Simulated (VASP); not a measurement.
Pd:

```
Pd
1.0
     0.00000    1.97035    1.97035
     1.97035    0.00000    1.97035
     1.97035    1.97035    0.00000
Pd
1
Direct
  0.00000 0.00000 0.00000
```

* Program: VASP 6.6.1
* Task: relaxation of cell and atoms
* Functional: r2SCAN
* Potentials or basis: VASP PAW PBE potentials, release 64 (Pd)
* Cutoff: 600 eV
* k mesh: 10 × 10 × 10
* Occupations: fermi-dirac, width 0.02 eV
* Spin: no spin polarisation

At the start: pressure -4.1 GPa; volume 15.30 Å³/atom.

Q: Where does the relaxation end?

A: Over 3 steps the energy falls by 4.7 meV/atom and the volume is 14.95 Å³/atom (-2.3 %); space group Fm-3m (No. 225, to 0.05 Å).

Step by step:
```tsv
step	energy change (eV)	largest force (eV/Å)	pressure (GPa)	volume (Å³)
1	0.0000	0.0000	-4.10	15.30
2	0.0058	0.0000	7.14	14.45
3	-0.0047	0.0000	-0.03	14.95
```

Final structure:
```xyz
1
Lattice="0.0000 1.9550 1.9550 1.9550 0.0000 1.9550 1.9550 1.9550 0.0000" Properties=species:S:1:pos:R:3 pbc="T T T"
Pd    0.0000    0.0000    0.0000
```

Caveat: the PAW data sets were made with another functional, which shifts forces and pressure a little.
